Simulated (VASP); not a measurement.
# Mo (I4/mmm) in VASP: a series of runs, part 2 of 2

VASP 6.6.1.

## 4. Single point, PBE (strain +0.0525 x Voigt [1, 0, 0, 0, 0, 0])

INCAR

```
PREC = Accurate ; ENCUT = 520
EDIFF = 1E-6 ; ISMEAR = 0
SIGMA = 0.15 ; LREAL = False
LASPH = True ; NELM = 80
ALGO = Fast ; ISIF = 2
LWAVE = False ; LCHARG = False
GGA = PE ; NBANDS = 13
```

KPOINTS

```
Automatic mesh
0
Gamma
  22 22 22
```

POSCAR

```
Mo
1.0
   -1.6534775000      1.5710000000      1.5710000000
    1.6534775000     -1.5710000000      1.5710000000
    1.6534775000      1.5710000000     -1.5710000000
Mo
1
Direct
    0.0000000000      0.0000000000      0.0000000000
```

Potentials or basis: VASP PAW PBE potentials, release 64 (Mo_sv).

Run with:

```sh
cat potpaw_PBE.64/Mo_sv/POTCAR > POTCAR
mpirun -np 1 vasp_std > vasp.out
```

OUTCAR:

```text
PREC = Accurate
   ENCUT = 520
   EDIFF = 1E-6
   ISMEAR = 0
   LREAL = False
   LASPH = True
   NELM = 80
   ISIF = 2
   GGA = PE

 ion  position               nearest neighbor table
   1  0.000  0.000  0.000-

  LATTYP: Found a body centered tetragonal cell.
 ALAT       =     3.1420000000
 C/A-ratio  =     1.0525000000

  Lattice vectors:

 A1 = (  -1.6534775000,   1.5710000000,  -1.5710000000)
 A2 = (  -1.6534775000,  -1.5710000000,   1.5710000000)
 A3 = (   1.6534775000,   1.5710000000,   1.5710000000)

Analysis of symmetry for initial positions (statically):
=====================================================================
 Subroutine PRICEL returns:
 Original cell was already a primitive cell.

 Routine SETGRP: Setting up the symmetry group for a
 body centered tetragonal supercell.

 Subroutine GETGRP returns: Found 16 space group operations
 (whereof 16 operations were pure point group operations)
 out of a pool of 16 trial point group operations.

The static configuration has the point symmetry D_4h.

Analysis of symmetry for dynamics (positions and initial velocities):
=====================================================================
 Subroutine PRICEL returns:
 Original cell was already a primitive cell.

 Routine SETGRP: Setting up the symmetry group for a
 body centered tetragonal supercell.

 Subroutine GETGRP returns: Found 16 space group operations
 (whereof 16 operations were pure point group operations)
 out of a pool of 16 trial point group operations.

The dynamic configuration has the point symmetry D_4h.

 Subroutine INISYM returns: Found 16 space group operations
 (whereof 16 operations are pure point group operations),
 and found     1 'primitive' translations

----------------------------------------------------------------------------------------

                                     Primitive cell

  volume of cell :      16.3234

  direct lattice vectors                    reciprocal lattice vectors
    -1.653477500  1.571000000  1.571000000     0.000000000  0.318268619  0.318268619
[... 115 lines left out ...]
 non-spin polarized calculation
 RMM-DIIS sequential band-by-band and
 Gauss-broadening in eV      SIGMA  =   0.15
  energy-cutoff  :      520.00
  volume of cell :       16.32
 maximum number of plane-waves:       458
 NGX is ok and might be reduce to    24
   NGX = 11   NGY = 11   NGZ = 11

 number of electron      13.9999999 magnetization

 Free energy of the ion-electron system (eV)
  ---------------------------------------------------
  ext. energy  EPLUGINS =         0.00000000
  ---------------------------------------------------
  free energy    TOTEN  =       -10.90214307 eV

  energy without entropy =      -10.89464366  energy(sigma->0) =      -10.89839337

 E-fermi :  11.9015     XC(G=0): -13.1472

 val. band max:       11.9008233027   @ k =  -0.3182   0.3182   0.2273
 cond. band min:      11.9097337003   @ k =  -0.4091   0.4091   0.0455
 fundamental gap:      0.0089103976
 Fermi energy:        11.9014728969

 k-point     1 :       0.0000    0.0000    0.0000
  band No.  band energies     occupation
      1     -49.3686      2.00000
      2     -22.7365      2.00000
      3     -22.7241      2.00000
      4     -22.7241      2.00000
      5       4.8212      2.00000
      6      10.4713      2.00000
      7      10.4713      2.00000
      8      11.0038      2.00000
      9      13.1262      0.00000
     10      13.8013      0.00000
     11      26.0822      0.00000
     12      27.0133      0.00000
     13      27.0133      0.00000
[... 354 lines left out ...]
  band No.  band energies     occupation
      1     -49.3515      2.00000
      2     -22.8336      2.00000
      3     -22.7545      2.00000
      4     -22.7301      2.00000
      5       5.1592      2.00000
      6      10.4478      2.00000
      7      10.4627      2.00000
      8      11.1494      2.00000
      9      12.9501      0.00000
     10      13.7214      0.00000
     11      26.5358      0.00000
     12      27.3694      0.00000
     13      27.5780      0.00000

 [... further k-points ...]

------------------------ aborting loop because EDIFF is reached ----------------------------------------

  FORCE on cell =-STRESS in cart. coord.  units (eV):
  Direction    XX          YY          ZZ          XY          YZ          ZX
  --------------------------------------------------------------------------------------
  -------------------------------------------------------------------------------------
  Total       -1.6463936     -0.2795018     -0.2795018      0.0000000      0.0000000     -0.0000000
  in kB     -161.5971153    -27.4337144    -27.4337144      0.0000000      0.0000000     -0.0000000
  external PRESSURE =     -72.1548481 kB  Pullay stress =       0.0000000 kB

 VOLUME and BASIS-vectors are now :
 -----------------------------------------------------------------------------
  energy-cutoff  :      520.00
  volume of cell :       16.32
      direct lattice vectors                 reciprocal lattice vectors
    -1.653477500  1.571000000  1.571000000     0.000000000  0.318268619  0.318268619
     1.653477500 -1.571000000  1.571000000     0.302392987  0.000000000  0.318268619
     1.653477500  1.571000000 -1.571000000     0.302392987  0.318268619  0.000000000

 POSITION                                       TOTAL-FORCE (eV/Angst)
 -----------------------------------------------------------------------------------
      0.00000      0.00000      0.00000        -0.000000      0.000000      0.000000
 -----------------------------------------------------------------------------------
    total drift:                                0.000000      0.000000      0.000000

  FREE ENERGIE OF THE ION-ELECTRON SYSTEM (eV)
  ---------------------------------------------------
  free  energy   TOTEN  =       -10.9021430734 eV

  energy  without entropy=      -10.8946436598  energy(sigma->0) =      -10.89839337
```

Run time: 77 s. Hardware: 1 thread of Intel Xeon Platinum 8488C (Sapphire Rapids), shared host; peak memory 0.27 GiB.

Results:

| Quantity | Value |
| --- | --- |
| Free energy | -10.9021 eV |
| Pressure | -7.2 GPa |
| Band gap on the k mesh | zero (band 7 reaches 15.54 eV, above the bottom of band 8 at 10.90 eV) |

Caveat: the cell differs from its parent crystal (strain +0.0525 x Voigt [1, 0, 0, 0, 0, 0]).

## 5. Single point, PBE (strain +0.0600 x Voigt [1, 0, 0, 0, 0, 0])

INCAR

```
SYSTEM = Mo
  PREC = Accurate
  ENCUT = 520
  EDIFF = 1E-7
  ISMEAR = 0
  SIGMA = 0.15
  LREAL = .False.
  LASPH = .True.
  NELM = 60
  ALGO = Fast
  ISIF = 2
  LWAVE = .False.
  LCHARG = .True.
  GGA = PE
  LELF = .True.
  LVHAR = .True.
  NBANDS = 13
```

KPOINTS

```
regular mesh
0
Gamma
  22 22 22
  0 0 0
```

POSCAR

```
Mo
1.0
   -1.6652600000      1.5710000000      1.5710000000
    1.6652600000     -1.5710000000      1.5710000000
    1.6652600000      1.5710000000     -1.5710000000
Mo
1
Direct
    0.0000000000      0.0000000000      0.0000000000
```

Run with:

```sh
cat potpaw_PBE.64/Mo_sv/POTCAR > POTCAR
mpirun -np 1 vasp_std > vasp.out
```

It took 89 s on 1 thread of Intel Xeon Platinum 8488C (Sapphire Rapids), shared host; peak memory 0.28 GiB.

The run converged. Its results:

```
Free energy            : -10.8895 eV
Pressure               : -8.8 GPa
Band gap on the k mesh : zero (band 7 reaches 15.38 eV, above the bottom of band 8 at 10.82 eV)
```

Stress tensor (GPa, compression positive):
```
-18.67   0.00   0.00
  0.00  -3.81   0.00
  0.00   0.00  -3.81
```

Levels at points of the mesh, in eV from the Fermi level:
| k point | band 5 | band 6 | band 7 | band 8 | band 9 | band 10 |
| --- | --- | --- | --- | --- | --- | --- |
| (0.00, 0.00, 0.00) | -7.06 | -1.43 | -1.43 | -0.84 | 1.16 | 1.92 |
| (0.50, 0.00, 0.00) | -5.06 | -3.57 | 1.76 | 2.09 | 2.44 | 4.48 |
| (0.00, 0.50, 0.00) | -5.00 | -2.92 | 1.13 | 1.33 | 2.24 | 4.33 |
| (0.50, 0.50, 0.50) | -5.12 | -4.98 | 3.59 | 3.78 | 3.78 | 7.71 |

Caveat: the cell differs from its parent crystal (strain +0.0600 x Voigt [1, 0, 0, 0, 0, 0]).

## 6. Summary

| cell | further INCAR settings | gap on the mesh (eV) | pressure (GPa) |
| --- | --- | --- | --- |
| a = 2.749 Å, angles 107.9, 110.3, 110.3°, 1 atom | ALGO = Fast; EDIFF = 1e-07; NBANDS = 13 | none | -2.3 |
| a = 2.762 Å, angles 107.1, 110.7, 110.7°, 1 atom | ALGO = Fast; EDIFF = 1e-07; NBANDS = 13 | none | -5.7 |
| a = 2.769 Å, angles 106.7, 110.9, 110.9°, 1 atom | ALGO = Fast; EDIFF = 1e-06; NBANDS = 13 | none | -7.2 |
| a = 2.777 Å, angles 106.3, 111.1, 111.1°, 1 atom | ALGO = Fast; EDIFF = 1e-07; NBANDS = 13 | none | -8.8 |

Alike in all rows: task single point; level PBE; potentials or basis VASP PAW PBE potentials, release 64 (Mo_sv); no spin polarisation; k mesh 22 × 22 × 22; cutoff (eV) 520; smearing gaussian 0.15 eV.

Absolute energies hang on the potentials; compare differences alone.
